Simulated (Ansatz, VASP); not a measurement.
AlNi3: VASP beside Ansatz

INCAR

```
ALGO = Normal
EDIFF = 1E-7
EDIFFG = -0.01
ENCUT = 600
GGA = RP
IBRION = 2
ISIF = 3
ISMEAR = -1
ISPIN = 2
IVDW = 12
LASPH = True
LCHARG = False
LMAXMIX = 4
LORBIT = 11
LREAL = False
LWAVE = False
MAGMOM = 1 1 1 0
NELM = 150
NSW = 60
PREC = Accurate
SIGMA = 0.05
```

The input KPOINTS:

```
k-points
0
Gamma
  8 8 8
```

Contents of POSCAR:

```
AlNi3
1.0
    3.5230547267      0.0000000000      0.0000000000
    0.0000000000      3.5230547267      0.0000000000
    0.0000000000      0.0000000000      3.5230547267
Ni Al
3 1
Direct
    0.5000000000      0.5000000000      0.0000000000
    0.5000000000      0.0000000000      0.5000000000
    0.0000000000      0.5000000000      0.5000000000
    0.0000000000      0.0000000000      0.0000000000
```

Contents of input.yaml:

```yaml
crystal:
  lattice:
    - [3.5230547267, 0.0, 0.0]
    - [0.0, 3.5230547267, 0.0]
    - [0.0, 0.0, 3.5230547267]
  atoms:
    - { symbol: Ni, position: [0.5, 0.5, 0.0], spin: 1.0 }
    - { symbol: Ni, position: [0.5, 0.0, 0.5], spin: 1.0 }
    - { symbol: Ni, position: [0.0, 0.5, 0.5], spin: 1.0 }
    - { symbol: Al, position: [0.0, 0.0, 0.0] }
hamiltonian:
  xc: rpbe
  pseudopotentials: { kind: paw }
  dispersion: d3bj
magnetization:
  spin_polarized: true
kpoints:
  mp_grid: { grid: [8, 8, 8] }
scf:
  occupations: { method: fermi_dirac, width: 0.05 }
output:
  forces: true
  stress: true
relax:
  f_tol: 0.01
  max_steps: 40
  cell: { stress_tol: 0.05 }
```

Alike in both runs: task relaxation of cell and atoms; functional RPBE; dispersion D3(BJ); k mesh 8 × 8 × 8; occupations fermi-dirac, width 0.05 eV; collinear spin.

```csv
,VASP,Ansatz
version,VASP 6.6.1,Ansatz 0.2.0
potentials or method,"VASP PAW PBE potentials, release 64 (Ni, Al)",Ansatz PAW
plane-wave cutoff (eV),600,420
valence electrons in the cell,33,57
```

|  | VASP | Ansatz | Ansatz less VASP |
| --- | --- | --- | --- |
| net moment per atom (μB) | 0.00 | 0.15 | +0.152 |
| size of the moment on the site where the two differ most (μB) | 0.00 | 0.23 | +0.226 |
| relaxed volume (Å³/atom) | 9.84 | 9.86 | +0.016 |
| relaxed cell length with the largest relative difference (Å) | 3.402 | 3.404 | +0.0018 |

The net moments are unlike, so the other rows may belong to different states. VASP's potentials were made for PBE, not for RPBE. Site moments also hang on the region over which each program counts them. VASP's potentials hold 33 valence electrons a cell and Ansatz's 57, so a difference there can come from the potentials and not from the codes.

Noted on Ansatz's run: the plane-wave basis is chosen anew once the cell has moved, so the energies of steps on either side of that aren't comparable.
